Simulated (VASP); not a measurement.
# TePt2 (Pn-3m) in VASP: notebook, part 3 of 3

VASP 6.6.1. The steps go on from the part before.

## Step 5: Single point, PBE

This run uses another cell than the first one, of 31.97 Å³/atom.

The input, INCAR:

```
SYSTEM = TePt2
PREC = Accurate
ENCUT = 500
EDIFF = 1E-6
ISMEAR = 0
SIGMA = 0.1
LREAL = .FALSE.
LASPH = .TRUE.
NELM = 120
ALGO = Normal
ISIF = 2
LWAVE = .FALSE.
LCHARG = .FALSE.
GGA = PE
NBANDS = 35
GGA_COMPAT = .FALSE.
```

The input, KPOINTS:

```
regular mesh
0
G
  8 8 8
  0 0 0
```

The input, POSCAR:

```
TePt2
1.0
    5.7674199145      0.0000000000      0.0000000000
    0.0000000000      5.7674199145      0.0000000000
    0.0000000000      0.0000000000      5.7674199145
Te Pt
2 4
Direct
    0.0000000000      0.0000000000      0.0000000000
    0.5000000000      0.5000000000      0.5000000000
    0.2500000000      0.2500000000      0.2500000000
    0.2500000000      0.7500000000      0.7500000000
    0.7500000000      0.7500000000      0.2500000000
    0.7500000000      0.2500000000      0.7500000000
```

Potentials or basis: VASP PAW PBE potentials, release 64 (Te, Pt).

On the command line:

```bash
cat potpaw_PBE.64/Te/POTCAR potpaw_PBE.64/Pt/POTCAR > POTCAR
mpirun -np 1 vasp_std > vasp.out
```

OUTCAR:

```text
SYSTEM = TePt2
   PREC = Accurate
   ENCUT = 500
   EDIFF = 1E-6
   ISMEAR = 0
   LREAL = .FALSE.
   LASPH = .TRUE.
   NELM = 120
   ISIF = 2
   GGA = PE

 ion  position               nearest neighbor table
   1  0.000  0.000  0.000-   3 2.50   4 2.50   5 2.50   6 2.50
   2  0.500  0.500  0.500-   3 2.50   4 2.50   5 2.50   6 2.50
   3  0.250  0.250  0.250-   1 2.50   2 2.50
   4  0.250  0.750  0.750-   1 2.50   2 2.50
   5  0.750  0.750  0.250-   1 2.50   2 2.50
   6  0.750  0.250  0.750-   1 2.50   2 2.50
[... 1120 lines left out ...]
  -------------------------------------------------------------------------------------
  Total       -0.1323514     -0.1323514     -0.1323514      0.0000000     -0.0000000      0.0000000
  in kB       -1.1053364     -1.1053364     -1.1053364      0.0000000     -0.0000000      0.0000000
  external PRESSURE =      -1.1053364 kB  Pullay stress =       0.0000000 kB

 VOLUME and BASIS-vectors are now :
 -----------------------------------------------------------------------------
  energy-cutoff  :      500.00
  volume of cell :      191.84
      direct lattice vectors                 reciprocal lattice vectors
     5.767419914  0.000000000  0.000000000     0.173387757  0.000000000  0.000000000
     0.000000000  5.767419914  0.000000000     0.000000000  0.173387757  0.000000000
     0.000000000  0.000000000  5.767419914     0.000000000  0.000000000  0.173387757

 POSITION                                       TOTAL-FORCE (eV/Angst)
 -----------------------------------------------------------------------------------
      0.00000      0.00000      0.00000         0.000000     -0.000000      0.000000
      2.88371      2.88371      2.88371         0.000000     -0.000000      0.000000
      1.44185      1.44185      1.44185        -0.000000      0.000000     -0.000000
      1.44185      4.32556      4.32556         0.000000      0.000000     -0.000000
      4.32556      4.32556      1.44185         0.000000     -0.000000      0.000000
      4.32556      1.44185      4.32556        -0.000000     -0.000000      0.000000
 -----------------------------------------------------------------------------------
    total drift:                                0.000000      0.000000     -0.000000

  FREE ENERGIE OF THE ION-ELECTRON SYSTEM (eV)
  ---------------------------------------------------
  free  energy   TOTEN  =       -24.8349646273 eV

  energy  without entropy=      -24.7422711636  energy(sigma->0) =      -24.78861790
```

OSZICAR:

```text
N       E                     dE             d eps       ncg     rms          rms(c)
DAV:   1     0.270396445811E+03    0.27040E+03   -0.21862E+04  2450   0.123E+03
DAV:   2    -0.105895793265E+02   -0.28099E+03   -0.26238E+03  2893   0.234E+02
DAV:   3    -0.249820563446E+02   -0.14392E+02   -0.13860E+02  2859   0.496E+01
DAV:   4    -0.252706572656E+02   -0.28860E+00   -0.28712E+00  3119   0.762E+00
DAV:   5    -0.252753959427E+02   -0.47387E-02   -0.47371E-02  2815   0.963E-01    0.124E+01
DAV:   6    -0.249038337683E+02    0.37156E+00   -0.94710E-01  2762   0.548E+00    0.710E+00
DAV:   7    -0.248447539734E+02    0.59080E-01   -0.17618E-01  2833   0.156E+00    0.256E+00
DAV:   8    -0.248355750010E+02    0.91790E-02   -0.39306E-02  2591   0.114E+00    0.471E-01
DAV:   9    -0.248348599025E+02    0.71510E-03   -0.48933E-03  2746   0.338E-01    0.878E-02
DAV:  10    -0.248349061185E+02   -0.46216E-04   -0.23624E-04  2927   0.702E-02    0.542E-02
DAV:  11    -0.248349568413E+02   -0.50723E-04   -0.63079E-05  2638   0.393E-02    0.153E-02
DAV:  12    -0.248349634213E+02   -0.65800E-05   -0.84807E-06  2771   0.137E-02    0.678E-03
DAV:  13    -0.248349645720E+02   -0.11507E-05   -0.23049E-06  2237   0.789E-03    0.157E-03
DAV:  14    -0.248349646273E+02   -0.55344E-07   -0.12137E-07  1303   0.139E-03
   1 F= -.24834965E+02 E0= -.24788618E+02  d E =-.926935E-01
```

Run time: 5.7 min. Hardware: 1 thread of Intel Xeon 8259CL, shared host; peak memory 0.37 GiB.

Results:

* Free energy: -24.8350 eV
* Pressure: -0.1 GPa
* Band gap on the k mesh: zero (bands 26 and 27 overlap by 0.48 eV)

Caveat: spin-orbit coupling is left out, which moves the levels of the heavy elements.

## Step 6: Relaxation of cell and atoms, PBE

This run uses another cell than the first one, of 31.86 Å³/atom.

The input, INCAR:

```
PREC     = Accurate       # precision mode
ENCUT    = 500            # plane-wave cutoff, eV
EDIFF    = 1E-7           # SCF threshold, eV
ISMEAR   = 0              # smearing method
SIGMA    = 0.1            # smearing width, eV
LREAL    = F              # projectors in reciprocal space
LASPH    = T              # aspherical terms in the spheres
NELM     = 120            # most SCF steps
ALGO     = Normal         # electronic algorithm
ISIF     = 3              # what is computed and relaxed
LWAVE    = F              # write WAVECAR
LCHARG   = F              # write CHGCAR
GGA      = PE             # functional
IBRION   = 2              # ionic algorithm
NSW      = 100            # ionic steps
EDIFFG   = -0.01          # ionic threshold
GGA_COMPAT= F            
NELMIN   = 4
```

The input, KPOINTS:

```
Automatic mesh
0
Gamma
  8 8 8
```

POSCAR: that of step 5 with these lines changed.

```diff
@@ -2,5 +2,5 @@
 1.0
-    5.7674199145      0.0000000000      0.0000000000
-    0.0000000000      5.7674199145      0.0000000000
-    0.0000000000      0.0000000000      5.7674199145
+    5.7603127825      0.0000000000      0.0000000000
+    0.0000000000      5.7603127825      0.0000000000
+    0.0000000000      0.0000000000      5.7603127825
 Te Pt
```

Potentials or basis: VASP PAW PBE potentials, release 64 (Te, Pt).

On the command line:

```bash
cat potpaw_PBE.64/Te/POTCAR potpaw_PBE.64/Pt/POTCAR > POTCAR
mpirun -np 1 vasp_std > vasp.out
```

Wall time 9.9 min (1 thread of Intel Xeon 8259CL, shared host); peak memory 0.38 GiB.

Results (log left out):

* Free energy: -24.8349 eV
* Relaxed volume: 31.91 Å³/atom
* Relaxed cell: a = 5.764 Å, b = 5.764 Å, c = 5.764 Å, α = 90.00°, β = 90.00°, γ = 90.00°
* Space group after relaxing (to 0.1 Å): Pn-3m (No. 224)
* Energy gained by relaxing: 0.0 meV/atom
* Ionic steps: 3
* Pressure after relaxing: 0.0 GPa
* Band gap on the k mesh: zero (bands 26 and 27 overlap by 0.48 eV)

The path:
| step | energy change (eV) | largest force (eV/Å) | pressure (GPa) | volume (Å³) |
| --- | --- | --- | --- | --- |
| 1 | 0.0000 | 0.0000 | 0.11 | 191.13 |
| 2 | 0.0000 | 0.0000 | -0.08 | 191.75 |
| 3 | -0.0001 | 0.0000 | 0.00 | 191.47 |

Final structure:
```yaml
crystal:
  lattice:
    - [5.76373, 0.00000, 0.00000]
    - [0.00000, 5.76373, 0.00000]
    - [0.00000, 0.00000, 5.76373]
  atoms:
    - { symbol: Te, position: [0.00000, 0.00000, 0.00000] }
    - { symbol: Te, position: [0.50000, 0.50000, 0.50000] }
    - { symbol: Pt, position: [0.25000, 0.25000, 0.25000] }
    - { symbol: Pt, position: [0.25000, 0.75000, 0.75000] }
    - { symbol: Pt, position: [0.75000, 0.75000, 0.25000] }
    - { symbol: Pt, position: [0.75000, 0.25000, 0.75000] }
```

Levels at points of the mesh, in eV from the Fermi level:
| k point | band 22 | band 23 | band 24 | band 25 | band 26 | band 27 | band 28 | band 29 | band 30 | band 31 |
| --- | --- | --- | --- | --- | --- | --- | --- | --- | --- | --- |
| (0.00, 0.00, 0.00) | -0.94 | -0.39 | -0.39 | -0.39 | 0.35 | 0.35 | 0.35 | 2.22 | 2.22 | 2.84 |
| (0.50, 0.00, 0.00) | -0.79 | -0.56 | -0.56 | 0.08 | 0.08 | 0.23 | 0.23 | 4.06 | 4.06 | 4.59 |
| (0.50, 0.50, 0.00) | -0.67 | -0.67 | -0.67 | 0.01 | 0.01 | 0.25 | 0.25 | 2.83 | 2.83 | 3.61 |
| (0.50, 0.50, 0.50) | -0.84 | -0.44 | -0.44 | -0.32 | -0.02 | -0.02 | -0.02 | 4.00 | 4.00 | 4.00 |

Caveat: spin-orbit coupling is left out, which moves the levels of the heavy elements.

## Step 7: Overview

| task | cell | k mesh | gap on the mesh (eV) | pressure (GPa) | relaxed volume (Å³/atom) |
| --- | --- | --- | --- | --- | --- |
| single point | a = 5.230 Å, 6 atoms | 4 × 4 × 4 | none | 35.8 | - |
| single point | a = 5.760 Å, 6 atoms | 4 × 4 × 4 | none | -0.1 | - |
| relaxation of cell and atoms | relaxed from a = 5.230 Å, 6 atoms | 4 × 4 × 4 | none | 0.0 | 31.83 |
| single point | a = 5.767 Å, 6 atoms | 8 × 8 × 8 | none | -0.1 | - |
| relaxation of cell and atoms | relaxed from a = 5.760 Å, 6 atoms | 8 × 8 × 8 | none | 0.0 | 31.91 |

Alike in all rows: level PBE; potentials or basis VASP PAW PBE potentials, release 64 (Te, Pt); no spin polarisation; cutoff (eV) 500; smearing gaussian 0.1 eV.

Caveats: spin-orbit coupling is left out, which moves the levels of the heavy elements; the cell stands under pressure (at least some runs); the volume moved by over 15 % at a fixed basis, so the end points are rough (at least some runs).

Absolute energies hang on the potentials; compare differences alone.
